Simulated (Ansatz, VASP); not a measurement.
## GaSb3 in VASP and in Ansatz

File INCAR:

```
SYSTEM = GaSb3
ALGO     = Normal         ! electronic algorithm
EDIFF    = 1E-6           ! SCF threshold, eV
ENCUT    = 520            ! plane-wave cutoff, eV
ISIF     = 2              ! what is computed and relaxed
ISMEAR   = 0              ! smearing method
LASPH    = .True.         ! aspherical terms in the spheres
LCHARG   = .False.        ! write CHGCAR
LREAL    = .False.        ! projectors in reciprocal space
LWAVE    = .False.        ! write WAVECAR
NBANDS   = 22             ! bands
NELM     = 60             ! most SCF steps
PREC     = Accurate       ! precision mode
SIGMA    = 0.15           ! smearing width, eV
```

KPOINTS

```
k-points
0
Gamma
  10 10 10
  0 0 0
```

POSCAR

```
GaSb3
1.0
    0.0000000000      3.6525579713      3.7515422923
    3.6525579713      0.0000000000      3.7515422923
    3.6525579713      3.6525579713      0.0000000000
Ga Sb
1 3
Direct
    0.0000000000      0.0000000000      0.0000000000
    0.2500000000      0.2500000000      0.2500000000
    0.7500000000      0.7500000000      0.7500000000
    0.5000000000      0.5000000000      0.5000000000
```

Input for Ansatz:

```yaml
crystal:
  lattice:
    - [0.0, 3.6525579713, 3.7515422923]
    - [3.6525579713, 0.0, 3.7515422923]
    - [3.6525579713, 3.6525579713, 0.0]
  atoms:
    - { symbol: Ga, position: [0.0, 0.0, 0.0] }
    - { symbol: Sb, position: [0.25, 0.25, 0.25] }
    - { symbol: Sb, position: [0.75, 0.75, 0.75] }
    - { symbol: Sb, position: [0.5, 0.5, 0.5] }
basis:
  ecutwfc: 420
kpoints:
  mp_grid: { grid: [10, 10, 10] }
hamiltonian:
  xc: lda
  pseudopotentials: { kind: paw, azcp: { folder: soft_1 } }
scf:
  occupations: { method: gaussian, width: 0.15 }
output:
  forces: true
  stress: true
  eigenvalues: true
```

Alike in both runs: task single point; functional LDA; k mesh 10 × 10 × 10; occupations gaussian, width 0.15 eV; no spin polarisation.

```csv
,VASP,Ansatz
version,VASP 6.6.1,Ansatz 0.2.0
potentials or method,"VASP PAW LDA potentials, release 64 (Ga_d, Sb), cutoff 520 eV","scalar-relativistic, plane waves, PAW"
valence electrons in the cell,28,58
```

Ansatz gave:

- gap on the k mesh at the Fermi level (eV): none
- pressure (GPa): -3.0
- traceless stress, the component that is largest in VASP (GPa): -0.66

Task: Which values does VASP return?

Result: gap on the k mesh at the Fermi level (eV): none; pressure (GPa): -2.9; traceless stress, the component that is largest in VASP (GPa): -0.67.

Ansatz warns that its potentials were made for another functional, while VASP's fit it. LDA's correlation is that of Perdew and Zunger in VASP and of Perdew and Wang (1992) in Ansatz. A gap of «none» marks a metal or a gap that the smearing closes. VASP's potentials hold 28 valence electrons a cell and Ansatz's 58, so a difference there can come from the potentials and not from the codes.

Spin-orbit coupling is off throughout.
